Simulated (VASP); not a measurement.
A run of VASP 6.6.1 is set up as follows.

File POSCAR:

```
BeH2
1.0
    0.0000000000      2.0364480000      2.0364480000
    2.0364480000      0.0000000000      2.0364480000
    2.0364480000      2.0364480000      0.0000000000
Be H
1 2
Direct
    0.0000000000      0.0000000000      0.0000000000
    0.2500000000      0.2500000000      0.2500000000
    0.7500000000      0.7500000000      0.7500000000
```

File INCAR.step1:

```
ALGO = Normal
EDIFF = 1E-5
ENCUT = 660
GGA = PE
GGA_COMPAT = False
ISMEAR = -1
LASPH = True
LCHARG = False
LREAL = False
LWAVE = True
NBANDS = 9
NELM = 120
PREC = Accurate
SIGMA = 0.001
```

INCAR.step2

```
ALGO = Normal
EDIFF = 1E-6
ENCUT = 660
GGA_COMPAT = False
ISIF = 2
ISMEAR = -1
ISTART = 1
LASPH = True
LCHARG = False
LMIXTAU = True
LREAL = False
LWAVE = False
METAGGA = R2SCAN
NBANDS = 9
NELM = 120
PREC = Accurate
SIGMA = 0.001
```

KPOINTS

```
k-points
0
Gamma
  8 8 8
```

Potentials or basis: VASP PAW PBE potentials, release 64 (Be, H).

Command:

```console
$ cat potpaw_PBE.64/Be/POTCAR potpaw_PBE.64/H/POTCAR > POTCAR
$ cp INCAR.step1 INCAR
$ mpirun -np 1 vasp_std > vasp.out
$ cp INCAR.step2 INCAR
$ mpirun -np 1 vasp_std > vasp.out
```

Question: Estimate the pressure.

Answer: -7.7 GPa.

Question: Estimate the band gap on the k mesh.

Answer: Zero (band 2 reaches 8.22 eV, above the bottom of band 3 at 3.86 eV).

Caveat: the PAW data sets were made with another functional, which shifts forces and pressure a little.
